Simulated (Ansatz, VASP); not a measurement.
## Two plane-wave programs on Al4FeCo3

```
CELL_PARAMETERS angstrom
-2.85419 2.85419 2.85419
2.85419 -2.85419 2.85419
2.85419 2.85419 -2.85419
ATOMIC_POSITIONS crystal
Al 0.00000 0.50000 0.00000
Al 0.50000 0.50000 0.50000
Al 0.00000 0.00000 0.50000
Al 0.50000 0.00000 0.00000
Fe 0.00000 0.00000 0.00000
Co 0.50000 0.00000 0.50000
Co 0.50000 0.50000 0.00000
Co 0.00000 0.50000 0.50000
```

Alike in both runs: task single point; functional PBE; k mesh 6 × 6 × 6; occupations gaussian, width 0.2 eV; no spin polarisation.

|  | VASP | Ansatz |
| --- | --- | --- |
| version | VASP 6.6.1 | Ansatz 0.2.0 |
| potentials or method | VASP PAW PBE potentials, release 64 (Al, Fe, Co), cutoff 520 eV | scalar-relativistic, plane waves, PAW |
| valence electrons in the cell | 47 | 79 |

|  | VASP | Ansatz | Ansatz less VASP |
| --- | --- | --- | --- |
| gap on the k mesh at the Fermi level (eV) | none | none | - |
| pressure (GPa) | 0.0 | 0.1 | +0.06 |

A gap of «none» marks a metal or a gap that the smearing closes. With one functional, cell and mesh, what is left measures potentials, basis and numerics. VASP's potentials hold 47 valence electrons a cell and Ansatz's 79, so a difference there can come from the potentials and not from the codes.
